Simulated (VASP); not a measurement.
A run of VASP 6.6.1:

Contents of INCAR:

```
SYSTEM = C
ALGO = Normal
EDIFF = 1E-6
ENCUT = 600
GGA = PE
GGA_COMPAT = .False.
ISIF = 2
ISMEAR = 0
IVDW = 12
LASPH = .True.
LCHARG = .False.
LREAL = .False.
LWAVE = .False.
NBANDS = 16
NELM = 120
PREC = Accurate
SIGMA = 0.1
```

KPOINTS

```
k-points
0
Gamma
  15 15 6
  0 0 0
```

Contents of POSCAR:

```
C
1.0
    2.4560000000      0.0000000000      0.0000000000
   -1.2280000000      2.1269583917      0.0000000000
    0.0000000000      0.0000000000      6.6960000000
C
4
Direct
    0.0000000000      0.0000000000      0.7500000000
    0.0000000000      0.0000000000      0.2500000000
    0.3333333333      0.6666666667      0.7500000000
    0.6666666667      0.3333333333      0.2500000000
```

Potentials or basis: VASP PAW PBE potentials, release 64 (C).

The run is started by

```console
$ cat potpaw_PBE.64/C/POTCAR > POTCAR
$ mpirun -np 1 vasp_std > vasp.out
```

Hardware: 1 thread of Intel(R) Xeon(R) 6975P-C (Granite Rapids) (shared host).

Problem. Estimate the wall time of this run.

Solution. Run time: 23 s on 1 thread of Intel(R) Xeon(R) 6975P-C (Granite Rapids), on a shared host, peak memory 0.2 GiB. Counts: scf iterations 12, k points 108.
